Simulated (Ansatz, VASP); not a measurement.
**Hf: VASP beside Ansatz**

```
Hf
1.0
    -1.81100    1.81100    1.81100
     1.81100   -1.81100    1.81100
     1.81100    1.81100   -1.81100
Hf
1
Direct
  0.00000 0.00000 0.00000
```

Change from the starting cell: volume scaled by 1.01.

Alike in both runs: task single point; functional PBEsol; k mesh 16 × 16 × 16; occupations fermi-dirac, width 0.08 eV; no spin polarisation.

```csv
,VASP,Ansatz
version,VASP 6.6.1,Ansatz 0.2.0
potentials or method,"VASP PAW PBE potentials, release 64 (Hf_pv), cutoff 520 eV","all-electron LAPW, scalar-relativistic"
```

|  | VASP | Ansatz | Ansatz less VASP |
| --- | --- | --- | --- |
| pressure (GPa) | -9.9 | -9.6 | +0.33 |

VASP's potentials were made for PBE, not for PBEsol. Ansatz ran all-electron here, and VASP with PAW potentials.

Spin-orbit coupling is off throughout.
